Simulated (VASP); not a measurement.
# WS (Pm-3m) in VASP: settings compared, part 3 of 3

VASP 6.6.1.

### 5 Single point, PBEsol-based screened hybrid with 25 % exact exchange

This run uses another cell than the first one, of 20.44 Å³/atom.

POSCAR reads:

```
WS
1.0
    3.4448484800      0.0000000000      0.0000000000
    0.0000000000      3.4448484800      0.0000000000
    0.0000000000      0.0000000000      3.4448484800
W S
1 1
Direct
    0.5000000000      0.5000000000      0.5000000000
    0.0000000000      0.0000000000      0.0000000000
```

INCAR.step1 reads:

```
PREC = Accurate ; ENCUT = 520
EDIFF = 1E-5 ; ISMEAR = -1
SIGMA = 0.05 ; LREAL = False
LASPH = True ; NELM = 100
ALGO = Normal ; ISIF = 2
LWAVE = True ; LCHARG = False
NBANDS = 17 ; GGA = PE
```

INCAR.step2 reads:

```
PREC = Accurate ; ENCUT = 520
EDIFF = 1E-6 ; ISMEAR = -1
SIGMA = 0.05 ; LREAL = False
LASPH = True ; NELM = 100
ALGO = Normal ; ISIF = 2
LWAVE = False ; LCHARG = False
GGA = PS ; LHFCALC = True
AEXX = 0.25 ; HFSCREEN = 0.207
PRECFOCK = Normal ; NBANDS = 17
ISTART = 1
```

KPOINTS reads:

```
regular mesh
0
Gamma
  4 4 4
```

Potentials or basis: VASP PAW PBE potentials, release 64 (W_sv, S).

On the command line:

```sh
cat potpaw_PBE.64/W_sv/POTCAR potpaw_PBE.64/S/POTCAR > POTCAR
cp INCAR.step1 INCAR
mpirun -np 1 vasp_std > vasp.out
cp INCAR.step2 INCAR
mpirun -np 1 vasp_std > vasp.out
```

OUTCAR:

```text
PREC = Accurate
   ENCUT = 520
   EDIFF = 1E-6
   ISMEAR = -1
   LREAL = False
   LASPH = True
   NELM = 100
   ISIF = 2
   GGA = PS
   LHFCALC = True
   AEXX = 0.25
   HFSCREEN = 0.207
   PRECFOCK = Normal
   ISTART = 1

 ion  position               nearest neighbor table
   1  0.500  0.500  0.500-   2 2.98   2 2.98   2 2.98   2 2.98   2 2.98   2 2.98   2 2.98   2 2.98

   2  0.000  0.000  0.000-   1 2.98   1 2.98   1 2.98   1 2.98   1 2.98   1 2.98   1 2.98   1 2.98

  LATTYP: Found a simple cubic cell.
 ALAT       =     3.4448484800

  Lattice vectors:

 A1 = (   3.4448484800,   0.0000000000,   0.0000000000)
 A2 = (   0.0000000000,   3.4448484800,   0.0000000000)
 A3 = (   0.0000000000,   0.0000000000,   3.4448484800)

Analysis of symmetry for initial positions (statically):
=====================================================================
 Subroutine PRICEL returns:
 Original cell was already a primitive cell.

 Routine SETGRP: Setting up the symmetry group for a
 simple cubic supercell.

 Subroutine GETGRP returns: Found 48 space group operations
 (whereof 48 operations were pure point group operations)
 out of a pool of 48 trial point group operations.

The static configuration has the point symmetry O_h .

Analysis of symmetry for dynamics (positions and initial velocities):
=====================================================================
 Subroutine PRICEL returns:
 Original cell was already a primitive cell.

 Routine SETGRP: Setting up the symmetry group for a
 simple cubic supercell.

 Subroutine GETGRP returns: Found 48 space group operations
 (whereof 48 operations were pure point group operations)
 out of a pool of 48 trial point group operations.

The dynamic configuration has the point symmetry O_h .

 Subroutine INISYM returns: Found 48 space group operations
 (whereof 48 operations are pure point group operations),
 and found     1 'primitive' translations

----------------------------------------------------------------------------------------

                                     Primitive cell

  volume of cell :      40.8800

  direct lattice vectors                    reciprocal lattice vectors
     3.444848480  0.000000000  0.000000000     0.290288530  0.000000000  0.000000000
     0.000000000  3.444848480  0.000000000     0.000000000  0.290288530  0.000000000
     0.000000000  0.000000000  3.444848480     0.000000000  0.000000000  0.290288530

  length of vectors
     3.444848480  3.444848480  3.444848480     0.290288530  0.290288530  0.290288530

  position of ions in fractional coordinates (direct lattice)
     0.500000000  0.500000000  0.500000000
     0.000000000  0.000000000  0.000000000

  ion indices of the primitive-cell ions
   primitive index   ion index
                 1           1
                 2           2

----------------------------------------------------------------------------------------

 KPOINTS: regular mesh

Automatic generation of k-mesh.
 Grid dimensions read from file:
 generate k-points for:    4    4    4
[... 24 lines left out ...]
  0.250000  0.250000  0.000000     12.000000
  0.500000  0.250000  0.000000     12.000000
  0.500000  0.500000  0.000000      3.000000
  0.250000  0.250000  0.250000      8.000000
  0.500000  0.250000  0.250000     12.000000
  0.500000  0.500000  0.250000      6.000000
  0.500000  0.500000  0.500000      1.000000
   k-points           NKPTS =     10   k-points in BZ     NKDIM =     64   number of bands    NBANDS=     17
   number of dos      NEDOS =    301   number of ions     NIONS =      2
   total plane-waves  NPLWV =  21952
   dimension x,y,z NGX =    28 NGY =   28 NGZ =   28
   dimension x,y,z NGXF=    56 NGYF=   56 NGZF=   56
   ions per type =               1   1
   NGX,Y,Z   is equivalent  to a cutoff of  13.51, 13.51, 13.51 a.u.
   NGXF,Y,Z  is equivalent  to a cutoff of  27.03, 27.03, 27.03 a.u.
 SYSTEM =  unknown system
   PREC   = accura    normal or accurate (medium, high low for compatibility)
   ISTART =      1    job   : 0-new  1-cont  2-samecut
   ICHARG =      0    charge: 1-file 2-atom 10-const
   ISPIN  =      1    spin polarized calculation?
   LNONCOLLINEAR =      F non collinear calculations
   LSORBIT =      F    spin-orbit coupling
   LASPH  =      T    aspherical Exc in radial PAW
   ENCUT  =  520.0 eV  38.22 Ry    6.18 a.u.   6.41  6.41  6.41*2*pi/ulx,y,z
   NELM   =    100;   NELMIN=  2; NELMDL=  0     # of ELM steps
   EDIFF  = 0.1E-05   stopping-criterion for ELM
   LREAL  =      F    real-space projection
   EDIFFG = 0.1E-04   stopping-criterion for IOM
   NSW    =      0    number of steps for IOM
   IBRION =     -1    ionic relax: 0-MD 1-quasi-New 2-CG
   NFREE  =      0    steps in history (QN), initial steepest desc. (CG)
   ISIF   =      2    stress and relaxation
   ISYM   =      3    0-nonsym 1-usesym 2-fastsym
   POTIM  = 0.5000    time-step for ionic-motion
   TEBEG  =    0.0;   TEEND  =   0.0 temperature during run
   PSTRESS=    0.0 pullay stress
   NELECT =      20.0000    total number of electrons
   NUPDOWN=      -1.0000    fix difference up-down
   EMIN   =  10.00;   EMAX   =-10.00  energy-range for DOS
   EFERMI =   0.00;   METHOD = LEGACY
   ISMEAR =    -1;   SIGMA  =   0.05  broadening in eV -4-tet -1-fermi 0-gaus
   EFERMI_NEDOS =   21; number of points for ismear=-14 and -15
   IALGO  =     38    algorithm
   IMIX   =      1    mixing-type and parameters
     AMIX     =   0.40;   BMIX     =  1.00
     AMIX_MAG =   1.60;   BMIX_MAG =  1.00
  volume/ion in A,a.u.               =      20.44       137.94
  Fermi-wavevector in a.u.,A,eV,Ry     =   1.289975  2.437700 22.640586  1.664036
  Thomas-Fermi vector in A             =   2.421835
   LORBIT       =      0    0 simple, 1 ext, 2 COOP (PROOUT), +10 PAW based schemes
   GGA     = PS    functional components
   LHFCALC =     T    Hartree Fock is set to
   PRECFOCK=normal    Normal, Fast or Accurate (Low or Medium for compatibility)
   ENCUT4O =  -1.0   cutoff for four orbital integrals eV
   NKREDX  =     1    reduce k-point grid by
   NKREDY  =     1    reduce k-point grid by
   NKREDZ  =     1    reduce k-point grid by
   AEXX    =    0.2500 exact exchange contribution
   HFSCREEN=    0.2070 screening length (either q_TF or 0.3 A-1)
   HFSCREENC=   0.2070 screening length for correlation (either q_TF or 0.3 A-1)
   ENCUTFOCK=  -1.0 apply spherical cutoff to Coloumb kernel
   IVDW    =     0    specifies the selected vdW correction
   LEPSILON=     F    determine dielectric tensor
   LRPA    =     F    only Hartree local field effects (RPA)
 non-spin polarized calculation
  energy-cutoff  :      520.00
  volume of cell :       40.88
 maximum number of plane-waves:      1141
 NGX is ok and might be reduce to    28
  NGX = 20; NGY = 20; NGZ = 20

 number of electron      20.0000007 magnetization

 Free energy of the ion-electron system (eV)
  ---------------------------------------------------
  ext. energy  EPLUGINS =         0.00000000
  ---------------------------------------------------
  free energy    TOTEN  =       -17.46225686 eV

  energy without entropy =      -17.44333450  energy(sigma->0) =      -17.45279568

 E-fermi :   7.0964     XC(G=0):  -9.2658

 val. band max:        6.8171526598   @ k =   0.2500   0.2500   0.0000
 cond. band min:       7.1544401055   @ k =   0.2500   0.2500   0.0000
 fundamental gap:      0.3372874457
 Fermi energy:         7.0964450617

 k-point     1 :       0.0000    0.0000    0.0000
  band No.  band energies     occupation
      1     -72.3314      2.00000
      2     -34.8829      2.00000
      3     -34.8829      2.00000
      4     -34.8829      2.00000
      5      -9.3302      2.00000
      6       3.6676      2.00000
[... 177 lines left out ...]
      4     -34.9783      2.00000
      5      -6.9614      2.00000
      6       0.3461      2.00000
[... 9 lines left out ...]
     16      10.3365      0.00000
     17      12.6164      0.00000

------------------------ aborting loop because EDIFF is reached ----------------------------------------

  FORCE on cell =-STRESS in cart. coord.  units (eV):
  Direction    XX          YY          ZZ          XY          YZ          ZX
  --------------------------------------------------------------------------------------
  -------------------------------------------------------------------------------------
  Total      -10.7217780    -10.7217780    -10.7217780      0.0000000      0.0000000      0.0000000
  in kB     -420.2106150   -420.2106150   -420.2106150      0.0000000      0.0000000      0.0000000
  external PRESSURE =    -420.2106150 kB  Pullay stress =       0.0000000 kB

 VOLUME and BASIS-vectors are now :
 -----------------------------------------------------------------------------
  energy-cutoff  :      520.00
  volume of cell :       40.88
      direct lattice vectors                 reciprocal lattice vectors
     3.444848480  0.000000000  0.000000000     0.290288530  0.000000000  0.000000000
     0.000000000  3.444848480  0.000000000     0.000000000  0.290288530  0.000000000
     0.000000000  0.000000000  3.444848480     0.000000000  0.000000000  0.290288530

 POSITION                                       TOTAL-FORCE (eV/Angst)
 -----------------------------------------------------------------------------------
      1.72242      1.72242      1.72242         0.000000      0.000000      0.000000
      0.00000      0.00000      0.00000         0.000000      0.000000      0.000000
 -----------------------------------------------------------------------------------
    total drift:                                0.000000      0.000000      0.000000

  FREE ENERGIE OF THE ION-ELECTRON SYSTEM (eV)
  ---------------------------------------------------
  free  energy   TOTEN  =       -17.4622568643 eV

  energy  without entropy=      -17.4433344982  energy(sigma->0) =      -17.45279568
```

It took 7.5 min on 1 thread of AMD EPYC 7R13 (Zen 3), shared host; peak memory 0.24 GiB.

Results:

| Item | Value |
| --- | --- |
| Free energy | -17.4623 eV |
| Pressure | -42.0 GPa |
| Band gap on the k mesh | zero (bands 10 and 11 overlap by 2.65 eV) |

Levels at points of the mesh, in eV from the Fermi level:
```tsv
k point	band 8	band 9	band 10	band 11	band 12	band 13
(0.00, 0.00, 0.00)	-2.97	-2.97	-2.97	-0.92	0.87	0.87
(0.50, 0.00, 0.00)	-3.90	-2.78	1.10	1.17	2.68	2.68
(0.50, 0.50, 0.00)	-3.65	-1.92	-0.56	-0.56	-0.34	1.66
(0.50, 0.50, 0.50)	-6.75	1.73	1.73	2.33	2.33	2.33
```

Caveat: the k points lie up to 0.46 Å⁻¹ apart, too coarse for converged energies and pressures of a metal; the PAW data sets were made with another functional, which shifts forces and pressure a little; spin-orbit coupling is left out, which moves the levels of the heavy elements.

### 6 Single point, r2SCAN50

This run uses another cell than the first one, of 20.44 Å³/atom.

POSCAR is that of step 5.

INCAR.step1 reads:

```
SYSTEM = WS
  PREC = Accurate
  ENCUT = 520
  EDIFF = 1E-5
  ISMEAR = -1
  SIGMA = 0.05
  LREAL = .FALSE.
  LASPH = .TRUE.
  NELM = 80
  ALGO = Normal
  ISIF = 2
  LWAVE = .TRUE.
  GGA = PE
  NBANDS = 17
```

INCAR.step2 reads:

```
SYSTEM = WS
  PREC = Accurate
  ENCUT = 520
  EDIFF = 1E-6
  ISMEAR = -1
  SIGMA = 0.05
  LREAL = .FALSE.
  LASPH = .TRUE.
  NELM = 80
  ALGO = Normal
  ISIF = 2
  LWAVE = .FALSE.
  LCHARG = .TRUE.
  METAGGA = R2SCAN
  LHFCALC = .TRUE.
  AEXX = 0.5
  LMIXTAU = .TRUE.
  PRECFOCK = Normal
  LELF = .TRUE.
  LVHAR = .TRUE.
  ISTART = 1
  NBANDS = 17
```

KPOINTS reads:

```
regular mesh
0
G
  4 4 4
  0 0 0
```

Potentials or basis: VASP PAW PBE potentials, release 64 (W_sv, S).

On the command line:

```sh
cat potpaw_PBE.64/W_sv/POTCAR potpaw_PBE.64/S/POTCAR > POTCAR
cp INCAR.step1 INCAR
mpirun -np 1 vasp_std > vasp.out
cp INCAR.step2 INCAR
mpirun -np 1 vasp_std > vasp.out
```

Run time: 9 min. Hardware: 1 thread of AMD EPYC 7R13 (Zen 3), shared host; peak memory 0.14 GiB.

The run converged. Its results:

```
Free energy            : -44.8232 eV
Pressure               : -44.1 GPa
Band gap on the k mesh : zero (bands 10 and 11 overlap by 3.52 eV)
```

Levels at points of the mesh, in eV from the Fermi level:
```tsv
k point	band 6	band 7	band 8	band 9	band 10	band 11	band 12	band 13	band 14	band 15
(0.00, 0.00, 0.00)	-6.02	-6.02	-5.03	-5.03	-5.03	-1.98	1.54	1.54	1.54	9.95
(0.50, 0.00, 0.00)	-11.26	-6.00	-6.00	-5.34	0.84	1.93	3.46	3.46	4.08	6.57
(0.50, 0.50, 0.00)	-8.48	-8.48	-6.03	-3.76	-1.54	-1.54	-1.29	1.52	3.37	9.20
(0.50, 0.50, 0.50)	-9.21	-9.21	-9.21	1.53	1.53	2.42	2.42	2.42	4.07	4.07
```

Caveat: the k points lie up to 0.46 Å⁻¹ apart, too coarse for converged energies and pressures of a metal; the PAW data sets were made with another functional, which shifts forces and pressure a little; spin-orbit coupling is left out, which moves the levels of the heavy elements.

### 7 Overview

```tsv
level	cell	share of exact exchange	screening parameter	gap on the mesh (eV)	pressure (GPa)
PBEsol-based screened hybrid with 25 % exact exchange	a = 2.958 Å, 2 atoms	0.25	0.207 1/Å	none	-0.4
PBE-based screened hybrid with 25 % exact exchange	a = 2.979 Å, 2 atoms	0.25	0.3 1/Å	none	-0.5
HF	a = 3.297 Å, 2 atoms	1	-	none	-36.5
PBEsol-based screened hybrid with 25 % exact exchange	a = 3.445 Å, 2 atoms	0.25	0.207 1/Å	none	-42.0
r2SCAN50	a = 3.445 Å, 2 atoms	0.5	-	none	-44.1
```

Alike in all rows: task single point; potentials or basis VASP PAW PBE potentials, release 64 (W_sv, S); no spin polarisation; k mesh 4 × 4 × 4; cutoff (eV) 520; smearing fermi-dirac 0.05 eV.

Caveats: all runs use coarse meshes; the PAW data sets were made with another functional, which shifts forces and pressure a little; spin-orbit coupling is left out, which moves the levels of the heavy elements.

Total energies depend on the potentials used, so only differences within one code and one set of settings carry meaning.

The gap in the log of VASP goes by the Fermi energy; the results here count the filled bands.